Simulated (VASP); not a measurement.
Input of a VASP 6.6.1 run:

Contents of POSCAR:

```
PbO
1.0
    3.5664584732      0.0000000000      0.0000000000
   -1.7832292366      3.0886436394      0.0000000000
    0.0000000000      0.0000000000      6.4701096399
Pb O
2 2
Direct
    0.0000000000      0.0000000000      0.0000000000
    0.0000000000      0.0000000000      0.5000000000
    0.3333333333      0.6666666667      0.2500000000
    0.6666666667      0.3333333333      0.7500000000
```

The input INCAR.step1:

```
ALGO     = Normal         # electronic algorithm
EDIFF    = 1E-4           # SCF threshold, eV
ENCUT    = 520            # plane-wave cutoff, eV
GGA      = PE             # functional
ISMEAR   = -1             # smearing method
LASPH    = True           # aspherical terms in the spheres
LCHARG   = False          # write CHGCAR
LREAL    = False          # projectors in reciprocal space
LWAVE    = True           # write WAVECAR
NBANDS   = 28             # bands
NELM     = 100            # most SCF steps
PREC     = Accurate       # precision mode
SIGMA    = 0.02           # smearing width, eV
```

The input INCAR.step2:

```
ALGO     = Normal         # electronic algorithm
EDIFF    = 1E-7           # SCF threshold, eV
ENCUT    = 520            # plane-wave cutoff, eV
ISIF     = 2              # what is computed and relaxed
ISMEAR   = -1             # smearing method
ISTART   = 1            
LASPH    = True           # aspherical terms in the spheres
LCHARG   = False          # write CHGCAR
LMIXTAU  = True         
LREAL    = False          # projectors in reciprocal space
LWAVE    = False          # write WAVECAR
METAGGA  = R2SCAN         # meta-GGA
NBANDS   = 28             # bands
NELM     = 100            # most SCF steps
PREC     = Accurate       # precision mode
SIGMA    = 0.02           # smearing width, eV
```

KPOINTS

```
k-points
0
Gamma
  12 12 4
```

Potentials or basis: VASP PAW PBE potentials, release 64 (Pb_d, O).

Launch:

```bash
$ cat potpaw_PBE.64/Pb_d/POTCAR potpaw_PBE.64/O/POTCAR > POTCAR
$ cp INCAR.step1 INCAR
$ mpirun -np 1 vasp_std > vasp.out
$ cp INCAR.step2 INCAR
$ mpirun -np 1 vasp_std > vasp.out
```

**Question.** Estimate the band gap on the k mesh.

**Answer.** Zero (band 20 reaches 6.78 eV, above the bottom of band 21 at 6.63 eV).

**Question.** What does it give for the pressure?

**Answer.** 0.1 GPa.

Caveat: the PAW data sets were made with another functional, which shifts forces and pressure a little; spin-orbit coupling is left out, which moves the levels of the heavy elements.
